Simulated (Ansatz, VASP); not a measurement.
**SiO2 in VASP and in Ansatz**

```
Si O
1.0
     4.98200    0.00000    0.00000
     0.00000    4.98200    0.00000
     0.00000    0.00000    6.96300
Si O
4 8
Direct
  0.30390 0.30390 0.00000
  0.19610 0.80390 0.25000
  0.69610 0.69610 0.50000
  0.80390 0.19610 0.75000
  0.23732 0.11396 0.18374
  0.38604 0.73732 0.43374
  0.76268 0.88604 0.68374
  0.61396 0.26268 0.93374
  0.73732 0.38604 0.56626
  0.88604 0.76268 0.31626
  0.26268 0.61396 0.06626
  0.11396 0.23732 0.81626
```

Alike in both runs: functional PBE; k mesh 4 × 4 × 3; occupations fermi-dirac, width 0.02 eV; no spin polarisation.

Ansatz relaxed the structure, and its values are those at the end. VASP's run is a single point on that final structure, the one shown.

|  | VASP | Ansatz |
| --- | --- | --- |
| version | VASP 6.6.1 | Ansatz 0.2.0 |
| potentials or method | VASP PAW PBE potentials, release 64 (Si, O) | plane-wave PAW, scalar-relativistic |
| plane-wave cutoff (eV) | 520 | 420 |
| valence electrons in the cell | 64 | 64 |

Ansatz gave:

* gap on the k mesh at the Fermi level (eV): 5.61
* pressure (GPa): 1.1
* rms of the force components (eV/Å): 0.003

Problem. What did VASP give for the same quantities?

Solution. gap on the k mesh at the Fermi level (eV): 5.61; pressure (GPa): 1.2; rms of the force components (eV/Å): 0.010.

Ansatz's warnings: stress scf threshold loose.
